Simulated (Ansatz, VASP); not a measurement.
VH: VASP beside Ansatz

INCAR

```
SYSTEM = VH
PREC     = Accurate       ! precision mode
ENCUT    = 520            ! plane-wave cutoff, eV
EDIFF    = 1E-6           ! SCF threshold, eV
ISMEAR   = -1             ! smearing method
SIGMA    = 0.1            ! smearing width, eV
LREAL    = .False.        ! projectors in reciprocal space
LASPH    = .True.         ! aspherical terms in the spheres
NELM     = 150            ! most SCF steps
ALGO     = Normal         ! electronic algorithm
ISIF     = 2              ! what is computed and relaxed
LWAVE    = .False.        ! write WAVECAR
LCHARG   = .True.         ! write CHGCAR
ISPIN    = 2              ! spin polarisation
MAGMOM   = 1.5 0          ! initial moments
LORBIT   = 11             ! projections on sites
LMAXMIX  = 4              ! l up to which the mixer works
GGA      = PS             ! functional
LELF     = .True.         ! ELF
LVHAR    = .True.       
NBANDS   = 18             ! bands
```

The input KPOINTS:

```
Automatic mesh
0
Gamma
  13 13 13
  0 0 0
```

File POSCAR:

```
VH
1.0
    0.0000000000      1.9236661393      1.9236661393
    1.9236661393      0.0000000000      1.9236661393
    1.9236661393      1.9236661393      0.0000000000
V H
1 1
Direct
    0.0000000000      0.0000000000      0.0000000000
    0.5000000000      0.5000000000      0.5000000000
```

Input for Ansatz:

```yaml
crystal:
  lattice:
    - [0.0, 1.9236661393346188, 1.9236661393346188]
    - [1.9236661393346188, 0.0, 1.9236661393346188]
    - [1.9236661393346188, 1.9236661393346188, 0.0]
  atoms:
    - { symbol: V, position: [0.0, 0.0, 0.0], spin: 1.5 }
    - { symbol: H, position: [0.5, 0.5, 0.5] }
kpoints:
  mp_grid:
    grid: [13, 13, 13]
hamiltonian:
  xc: pbesol
  pseudopotentials:
    kind: all_electron
    lapw:
      basis_error: 0.001
magnetization:
  spin_polarized: true
scf:
  convergence:
    dr2_threshold: 1.0e-08
  occupations:
    method: fermi_dirac
```

Alike in both runs: task single point; functional PBEsol; k mesh 13 × 13 × 13; collinear spin.

|  | VASP | Ansatz |
| --- | --- | --- |
| version | VASP 6.6.1 | Ansatz 0.2.0 |
| potentials or method | VASP PAW PBE potentials, release 64 (V_sv, H), cutoff 520 eV | all-electron (LAPW or listed datasets) |
| occupations | fermi-dirac, width 0.1 eV | fermi-dirac |

```tsv
	VASP	Ansatz	Ansatz less VASP
net moment per atom (μB)	0.00	0.00	0.000
```

VASP's potentials were made for PBE, not for PBEsol. Ansatz ran all-electron here, and VASP with PAW potentials. Ansatz's warnings: seeded moment not kept.
